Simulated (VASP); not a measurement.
# Rh (Fm-3m) in VASP: a series of runs

The runs below take Rh through relaxation of cell and atoms, with PBEsol.

Program: VASP 6.6.1. These are calculated values, not measurements. Logs are shortened: lines on timing, memory, paths and dates and some standing lists are left out, and cuts for length are marked.

### 1 The cell of the first run

The structure is cubic, space group Fm-3m (No. 225). Conventional cell: a = 3.782 Å, b = 3.782 Å, c = 3.782 Å, α = 90.00°, β = 90.00°, γ = 90.00°. Within 3.5 Å of Rh (site symmetry m-3m) lie 12 Rh at 2.67 Å.

### 2 Relaxation of cell and atoms, PBEsol, target pressure 1 GPa, at which the enthalpy is minimised

Contents of INCAR:

```
PREC = Accurate
ENCUT = 600
EDIFF = 1E-6
ISMEAR = -1
SIGMA = 0.1
LREAL = False
LASPH = True
NELM = 100
ALGO = Normal
ISIF = 3
LWAVE = False
LCHARG = False
GGA = PS
IBRION = 2
NSW = 100
EDIFFG = -0.002
PSTRESS = 10.0
```

Contents of KPOINTS:

```
regular mesh
0
Gamma
  24 24 24
```

Contents of POSCAR:

```
Rh
1.0
    0.0000000000      1.8907743586      1.8907743586
    1.8907743586      0.0000000000      1.8907743586
    1.8907743586      1.8907743586      0.0000000000
Rh
1
Direct
    0.0000000000      0.0000000000      0.0000000000
```

Potentials or basis: VASP PAW PBE potentials, release 64 (Rh_pv).

Run with:

```bash
$ cat potpaw_PBE.64/Rh_pv/POTCAR > POTCAR
$ mpirun -np 1 vasp_std > vasp.out
```

OUTCAR:

```text
PREC = Accurate
   ENCUT = 600
   EDIFF = 1E-6
   ISMEAR = -1
   LREAL = False
   LASPH = True
   NELM = 100
   ISIF = 3
   GGA = PS
   IBRION = 2
   NSW = 100
   EDIFFG = -0.002
   PSTRESS = 10.0

 ion  position               nearest neighbor table
   1  0.000  0.000  0.000-

  LATTYP: Found a face centered cubic cell.
 ALAT       =     3.7815487172

  Lattice vectors:

 A1 = (   0.0000000000,   1.8907743586,   1.8907743586)
 A2 = (   1.8907743586,   0.0000000000,   1.8907743586)
 A3 = (   1.8907743586,   1.8907743586,   0.0000000000)

Analysis of symmetry for initial positions (statically):
=====================================================================
 Subroutine PRICEL returns:
 Original cell was already a primitive cell.

 Routine SETGRP: Setting up the symmetry group for a
 face centered cubic supercell.

 Subroutine GETGRP returns: Found 48 space group operations
 (whereof 48 operations were pure point group operations)
 out of a pool of 48 trial point group operations.

The static configuration has the point symmetry O_h .

Analysis of symmetry for dynamics (positions and initial velocities):
=====================================================================
 Subroutine PRICEL returns:
 Original cell was already a primitive cell.

 Routine SETGRP: Setting up the symmetry group for a
 face centered cubic supercell.

 Subroutine GETGRP returns: Found 48 space group operations
 (whereof 48 operations were pure point group operations)
 out of a pool of 48 trial point group operations.

The dynamic configuration has the point symmetry O_h .

 Subroutine INISYM returns: Found 48 space group operations
 (whereof 48 operations are pure point group operations),
 and found     1 'primitive' translations

----------------------------------------------------------------------------------------

                                     Primitive cell

  volume of cell :      13.5191

  direct lattice vectors                    reciprocal lattice vectors
     0.000000000  1.890774359  1.890774359    -0.264441919  0.264441919  0.264441919
     1.890774359  0.000000000  1.890774359     0.264441919 -0.264441919  0.264441919
     1.890774359  1.890774359  0.000000000     0.264441919  0.264441919 -0.264441919

  length of vectors
     2.673958741  2.673958741  2.673958741     0.458026840  0.458026840  0.458026840

  position of ions in fractional coordinates (direct lattice)
     0.000000000  0.000000000  0.000000000

  ion indices of the primitive-cell ions
   primitive index   ion index
                 1           1

----------------------------------------------------------------------------------------

 KPOINTS: regular mesh

Automatic generation of k-mesh.
 Grid dimensions read from file:
 generate k-points for:   24   24   24

 Generating k-lattice:

  Cartesian coordinates                     Fractional coordinates (reciprocal lattice)
    -0.011018413  0.011018413  0.011018413     0.041666667  0.000000000  0.000000000
     0.011018413 -0.011018413  0.011018413     0.000000000  0.041666667  0.000000000
     0.011018413  0.011018413 -0.011018413     0.000000000  0.000000000  0.041666667

  Length of vectors
     0.019084452  0.019084452  0.019084452

  Shift w.r.t. Gamma in fractional coordinates (k-lattice)
     0.000000000  0.000000000  0.000000000

 Subroutine IBZKPT returns following result:
 ===========================================

 Found    413 irreducible k-points:

 Following reciprocal coordinates:
            Coordinates               Weight
  0.000000  0.000000  0.000000      1.000000
  0.041667  0.000000  0.000000      8.000000
  0.083333  0.000000  0.000000      8.000000
  0.125000  0.000000  0.000000      8.000000
  0.166667  0.000000  0.000000      8.000000
  0.208333  0.000000  0.000000      8.000000
[... 16 lines left out ...]
  0.416667  0.041667  0.000000     24.000000
  0.458333  0.041667  0.000000     24.000000
 [... further k-points ...]
   k-points           NKPTS =    413   k-points in BZ     NKDIM =    413   number of bands    NBANDS=     11
   number of dos      NEDOS =    301   number of ions     NIONS =      1
   total plane-waves  NPLWV =  13824
   dimension x,y,z NGX =    24 NGY =   24 NGZ =   24
   dimension x,y,z NGXF=    48 NGYF=   48 NGZF=   48
   ions per type =               1
   NGX,Y,Z   is equivalent  to a cutoff of  14.92, 14.92, 14.92 a.u.
   NGXF,Y,Z  is equivalent  to a cutoff of  29.84, 29.84, 29.84 a.u.
 SYSTEM =  unknown system
   PREC   = accura    normal or accurate (medium, high low for compatibility)
   ISTART =      0    job   : 0-new  1-cont  2-samecut
   ICHARG =      2    charge: 1-file 2-atom 10-const
   ISPIN  =      1    spin polarized calculation?
   LNONCOLLINEAR =      F non collinear calculations
   LSORBIT =      F    spin-orbit coupling
   LASPH  =      T    aspherical Exc in radial PAW
   ENCUT  =  600.0 eV  44.10 Ry    6.64 a.u.   5.34  5.34  5.34*2*pi/ulx,y,z
   NELM   =    100;   NELMIN=  2; NELMDL= -5     # of ELM steps
   EDIFF  = 0.1E-05   stopping-criterion for ELM
   LREAL  =      F    real-space projection
   EDIFFG = -.2E-02   stopping-criterion for IOM
   NSW    =    100    number of steps for IOM
   IBRION =      2    ionic relax: 0-MD 1-quasi-New 2-CG
   NFREE  =      1    steps in history (QN), initial steepest desc. (CG)
   ISIF   =      3    stress and relaxation
   ISYM   =      2    0-nonsym 1-usesym 2-fastsym
   POTIM  = 0.5000    time-step for ionic-motion
   TEBEG  =    0.0;   TEEND  =   0.0 temperature during run
   PSTRESS=   10.0 pullay stress
   NELECT =      15.0000    total number of electrons
   NUPDOWN=      -1.0000    fix difference up-down
   EMIN   =  10.00;   EMAX   =-10.00  energy-range for DOS
   EFERMI =   0.00;   METHOD = LEGACY
   ISMEAR =    -1;   SIGMA  =   0.10  broadening in eV -4-tet -1-fermi 0-gaus
   EFERMI_NEDOS =   21; number of points for ismear=-14 and -15
   IALGO  =     38    algorithm
   IMIX   =      4    mixing-type and parameters
     AMIX     =   0.40;   BMIX     =  1.00
     AMIX_MAG =   1.60;   BMIX_MAG =  1.00
  volume/ion in A,a.u.               =      13.52        91.23
  Fermi-wavevector in a.u.,A,eV,Ry     =   1.694815  3.202735 39.081331  2.872397
  Thomas-Fermi vector in A             =   2.775971
   LORBIT       =      0    0 simple, 1 ext, 2 COOP (PROOUT), +10 PAW based schemes
   GGA     = PS    functional components
   LHFCALC =     F    Hartree Fock is set to
   AEXX    =    0.0000 exact exchange contribution
   IVDW    =     0    specifies the selected vdW correction
   LEPSILON=     F    determine dielectric tensor
   LRPA    =     F    only Hartree local field effects (RPA)
 conjugate gradient relaxation of ions
 non-spin polarized calculation
  energy-cutoff  :      600.00
  volume of cell :       13.52
 maximum number of plane-waves:       464
 NGX is ok and might be reduce to    24
   NGX = 11   NGY = 11   NGZ = 11

--------------------------------------- Ionic step        1  -------------------------------------------

 number of electron      15.0000002 magnetization

 Free energy of the ion-electron system (eV)
  ---------------------------------------------------
  ext. energy  EPLUGINS =         0.00000000
  ---------------------------------------------------
  free energy    TOTEN  =        -8.15931496 eV

  energy without entropy =       -8.11684241  energy(sigma->0) =       -8.13807868

------------------------ aborting loop because EDIFF is reached ----------------------------------------

  FORCE on cell =-STRESS in cart. coord.  units (eV):
  Direction    XX          YY          ZZ          XY          YZ          ZX
  --------------------------------------------------------------------------------------
  -------------------------------------------------------------------------------------
  Total       -0.0169142     -0.0169142     -0.0169142     -0.0000000      0.0000000      0.0000000
  in kB       -2.0045342     -2.0045342     -2.0045342     -0.0000000      0.0000000      0.0000000
  external PRESSURE =     -12.0045342 kB  Pullay stress =      10.0000000 kB
[... 170 lines left out ...]
  enthalpy is  TOTEN    =        -8.0751369572 eV   P V=        0.0840567512

--------------------------------------- Ionic step        6  -------------------------------------------

 number of electron      15.0000002 magnetization

 Free energy of the ion-electron system (eV)
  ---------------------------------------------------
  ext. energy  EPLUGINS =         0.00000000
  ---------------------------------------------------
  free energy    TOTEN  =        -8.15918777 eV

  energy without entropy =       -8.11703320  energy(sigma->0) =       -8.13811048

 E-fermi :  12.1310     XC(G=0): -14.3522

 val. band max:       12.1290803989   @ k =  -0.4167   0.4583   0.0833
 cond. band min:      12.1377325803   @ k =   0.4167   0.3750   0.0000
 fundamental gap:      0.0086521814
 Fermi energy:        12.1310338855

 k-point     1 :       0.0000    0.0000    0.0000
  band No.  band energies     occupation
      1     -34.2304      2.00000
      2     -34.2304      2.00000
      3     -34.2304      2.00000
      4       3.9313      2.00000
      5       8.9434      2.00000
      6       8.9434      2.00000
      7       8.9434      2.00000
      8      11.1255      1.99991
      9      11.1255      1.99991
     10      28.0571      0.00000
     11      32.4486      0.00000
[... 309 lines left out ...]
 k-point    24 :       0.4583    0.0417    0.0000
  band No.  band energies     occupation
      1     -34.9944      2.00000
      2     -34.3423      2.00000
      3     -34.3419      2.00000
      4       5.8814      2.00000
      5       8.8444      2.00000
      6       8.9572      2.00000
      7      11.6499      1.98385
      8      12.7034      0.00652
      9      13.2447      0.00003
     10      21.5256      0.00000
     11      27.8110      0.00000

 [... further k-points ...]

------------------------ aborting loop because EDIFF is reached ----------------------------------------

  FORCE on cell =-STRESS in cart. coord.  units (eV):
  Direction    XX          YY          ZZ          XY          YZ          ZX
  --------------------------------------------------------------------------------------
  -------------------------------------------------------------------------------------
  Total        0.0820914      0.0820914      0.0820914      0.0000000     -0.0000000     -0.0000000
  in kB        9.7669315      9.7669315      9.7669315      0.0000000     -0.0000000     -0.0000000
  external PRESSURE =      -0.2330685 kB  Pullay stress =      10.0000000 kB
[... 16 lines left out ...]
  FREE ENERGIE OF THE ION-ELECTRON SYSTEM (eV)
  ---------------------------------------------------
  free  energy   TOTEN  =        -8.1591877673 eV

  energy  without entropy=       -8.1170331963  energy(sigma->0) =       -8.13811048

  enthalpy is  TOTEN    =        -8.0751374688 eV   P V=        0.0840502985

 reached required accuracy - stopping structural energy minimisation
```

Wall time 2.1 min (1 thread of Intel Xeon Platinum 8259CL at 2.50GHz (Skylake/Cascade Lake), shared host); peak memory 0.21 GiB.

What came out:

```
Free energy                                                : -8.1592 eV
Relaxed volume                                             : 13.47 Å³/atom
Relaxed cell                                               : a = 2.670 Å, b = 2.670 Å, c = 2.670 Å, α = 60.00°, β = 60.00°, γ = 60.00°
Space group after relaxing (to 0.1 Å)                      : Fm-3m (No. 225)
Energy change on relaxing (the run minimises the enthalpy) : +0.1 meV/atom
Ionic steps                                                : 6
Pressure after relaxing                                    : 1.0 GPa
Band gap on the k mesh                                     : zero (an odd number of electrons rules out a gap without spin polarisation)
```

Step by step:
| step | energy change (eV) | largest force (eV/Å) | pressure (GPa) | volume (Å³) |
| --- | --- | --- | --- | --- |
| 1 | 0.0000 | 0.0000 | -0.20 | 13.52 |
| 2 | 0.0025 | 0.0000 | 4.31 | 13.32 |
| 3 | 0.0001 | 0.0000 | 1.13 | 13.46 |
| 4 | 0.0001 | 0.0000 | 0.86 | 13.47 |
| 5 | 0.0001 | 0.0000 | 0.97 | 13.47 |
| 6 | 0.0001 | 0.0000 | 0.98 | 13.47 |

Final structure:
```yaml
crystal:
  lattice:
    - [0.00000, 1.88831, 1.88831]
    - [1.88831, 0.00000, 1.88831]
    - [1.88831, 1.88831, 0.00000]
  atoms:
    - { symbol: Rh, position: [0.00000, 0.00000, 0.00000] }
```

Levels at points of the mesh, in eV from the Fermi level:
```csv
k point,band 4,band 5,band 6,band 7,band 8,band 9,band 10,band 11
"(0.00, 0.00, 0.00)",-8.20,-3.19,-3.19,-3.19,-1.01,-1.01,15.93,20.32
"(0.50, 0.00, 0.00)",-6.33,-3.26,-3.26,0.61,0.61,0.64,8.82,15.44
"(0.50, 0.50, 0.00)",-6.54,-6.16,0.59,1.04,1.04,3.21,12.50,13.36
```

Caveat: the cell is relaxed towards a set pressure, so the run minimises the enthalpy, not the energy; the PAW data sets were made with another functional, which shifts forces and pressure a little.

### 3 Relaxation of cell and atoms, PBEsol, target pressure 2 GPa, at which the enthalpy is minimised

Contents of INCAR:

```
SYSTEM = Rh
  PREC = Accurate
  ENCUT = 600
  EDIFF = 1E-6
  ISMEAR = -1
  SIGMA = 0.1
  LREAL = .False.
  LASPH = .True.
  NELM = 80
  ALGO = Normal
  ISIF = 3
  LWAVE = .False.
  LCHARG = .False.
  GGA = PS
  IBRION = 2
  NSW = 100
  EDIFFG = -0.002
  PSTRESS = 20.0
```

Contents of KPOINTS:

```
regular mesh
0
Gamma
  24 24 24
  0 0 0
```

POSCAR is that of step 2.

Potentials or basis: VASP PAW PBE potentials, release 64 (Rh_pv).

Run with:

```bash
$ cat potpaw_PBE.64/Rh_pv/POTCAR > POTCAR
$ mpirun -np 1 vasp_std > vasp.out
```

Run time: 2 min. Hardware: 1 thread of Intel Xeon Platinum 8259CL at 2.50GHz (Skylake/Cascade Lake), shared host; peak memory 0.21 GiB.

The run converged. Its results:

* Free energy: -8.1588 eV
* Relaxed volume: 13.42 Å³/atom
* Relaxed cell: a = 2.668 Å, b = 2.668 Å, c = 2.668 Å, α = 60.00°, β = 60.00°, γ = 60.00°
* Space group after relaxing (to 0.1 Å): Fm-3m (No. 225)
* Energy change on relaxing (the run minimises the enthalpy): +0.5 meV/atom
* Ionic steps: 6
* Pressure after relaxing: 2.0 GPa
* Band gap on the k mesh: zero (an odd number of electrons rules out a gap without spin polarisation)

Step by step:
```csv
step,energy change (eV),largest force (eV/Å),pressure (GPa),volume (Å³)
1,0.0000,0.0000,-0.20,13.52
2,0.0089,0.0000,8.34,13.16
3,0.0005,0.0000,1.97,13.42
4,0.0006,0.0000,2.05,13.42
5,0.0005,0.0000,1.93,13.43
6,0.0005,0.0000,2.00,13.42
```

Final structure:
```cif
data_structure
_symmetry_space_group_name_H-M 'P 1'
_symmetry_Int_Tables_number 1
_cell_length_a 2.6675
_cell_length_b 2.6675
_cell_length_c 2.6675
_cell_angle_alpha 60.000
_cell_angle_beta 60.000
_cell_angle_gamma 60.000
_cell_volume 13.42
loop_
_atom_site_label
_atom_site_type_symbol
_atom_site_fract_x
_atom_site_fract_y
_atom_site_fract_z
_atom_site_occupancy
Rh1 Rh 0.00000 0.00000 0.00000 1
```

Levels at points of the mesh, in eV from the Fermi level:
| k point | band 3 | band 4 | band 5 | band 6 | band 7 | band 8 | band 9 | band 10 | band 11 |
| --- | --- | --- | --- | --- | --- | --- | --- | --- | --- |
| (0.00, 0.00, 0.00) | -46.37 | -8.23 | -3.20 | -3.20 | -3.20 | -1.01 | -1.01 | 15.92 | 20.31 |
| (0.50, 0.00, 0.00) | -46.48 | -6.36 | -3.28 | -3.28 | 0.61 | 0.61 | 0.63 | 8.85 | 15.44 |
| (0.50, 0.50, 0.00) | -46.66 | -6.57 | -6.19 | 0.59 | 1.05 | 1.05 | 3.22 | 12.55 | 13.38 |

Caveat: the cell is relaxed towards a set pressure, so the run minimises the enthalpy, not the energy; the PAW data sets were made with another functional, which shifts forces and pressure a little.

[end of part 1 of 2]
